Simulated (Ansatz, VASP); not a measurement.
**Two plane-wave programs on B2P**

INCAR

```
SYSTEM = B2P
ALGO = Normal
EDIFF = 1E-6
ENCUT = 520
GGA = PE
ISIF = 2
ISMEAR = 0
LASPH = .TRUE.
LCHARG = .TRUE.
LELF = .TRUE.
LREAL = .FALSE.
LVHAR = .TRUE.
LWAVE = .FALSE.
NBANDS = 34
NELM = 100
PREC = Accurate
SIGMA = 0.1
```

The input KPOINTS:

```
k-points
0
G
  12 12 12
  0 0 0
```

File POSCAR:

```
B2P
1.0
   -2.3556548024      2.3556548024      5.6273395295
    2.3556548024     -2.3556548024      5.6273395295
    2.3556548024      2.3556548024     -5.6273395295
B P
8 4
Direct
    0.8154553097      0.8154553097      0.6309106194
    0.1845446903      0.1845446903      0.3690893806
    0.5654553097      0.4345446903      0.5000000000
    0.9345446903      0.0654553097      0.5000000000
    0.9345446903      0.4345446903      0.8690893806
    0.5654553097      0.0654553097      0.1309106194
    0.1845446903      0.8154553097      0.0000000000
    0.8154553097      0.1845446903      0.0000000000
    0.3750000000      0.6250000000      0.7500000000
    0.8750000000      0.6250000000      0.2500000000
    0.3750000000      0.1250000000      0.7500000000
    0.3750000000      0.6250000000      0.2500000000
```

Input for Ansatz:

```yaml
crystal:
  lattice:
    - [-2.3556548024, 2.3556548024, 5.6273395295]
    - [2.3556548024, -2.3556548024, 5.6273395295]
    - [2.3556548024, 2.3556548024, -5.6273395295]
  atoms:
    - { symbol: B, position: [0.8154553097, 0.8154553097, 0.6309106194] }
    - { symbol: B, position: [0.1845446903, 0.1845446903, 0.3690893806] }
    - { symbol: B, position: [0.5654553097, 0.4345446903, 0.5] }
    - { symbol: B, position: [0.9345446903, 0.0654553097, 0.5] }
    - { symbol: B, position: [0.9345446903, 0.4345446903, 0.8690893806] }
    - { symbol: B, position: [0.5654553097, 0.0654553097, 0.1309106194] }
    - { symbol: B, position: [0.1845446903, 0.8154553097, 0.0] }
    - { symbol: B, position: [0.8154553097, 0.1845446903, 0.0] }
    - { symbol: P, position: [0.375, 0.625, 0.75] }
    - { symbol: P, position: [0.875, 0.625, 0.25] }
    - { symbol: P, position: [0.375, 0.125, 0.75] }
    - { symbol: P, position: [0.375, 0.625, 0.25] }
basis:
  ecutwfc: 420
  xc_grid: 4
  ecutrho_ratio: 6
kpoints:
  mp_grid: { grid: [12, 12, 12] }
hamiltonian:
  xc: pbe
scf:
  occupations: { method: gaussian, width: 0.1 }
  initial_density: { chi_scale: 0.1 }
output:
  forces: true
  eigenvalues: true
  stress: true
```

Alike in both runs: task single point; functional PBE; k mesh 12 × 12 × 12; occupations gaussian, width 0.1 eV; no spin polarisation.

```csv
,VASP,Ansatz
version,VASP 6.6.1,Ansatz 0.2.0
potentials or method,"VASP PAW PBE potentials, release 64 (B, P), cutoff 520 eV","scalar-relativistic, plane waves, PAW"
valence electrons in the cell,44,44
```

Ansatz gave:

```
gap on the k mesh at the Fermi level (eV) : none
pressure (GPa)                            : 0.0
rms of the force components (eV/Å)        : 0.000
```

**Question.** Which values does VASP return?

**Answer.** gap on the k mesh at the Fermi level (eV): none; pressure (GPa): -0.2; rms of the force components (eV/Å): 0.007.

Atom by atom the forces differ by 0.006 eV/Å (rms over components). A gap of «none» marks a metal or a gap that the smearing closes.
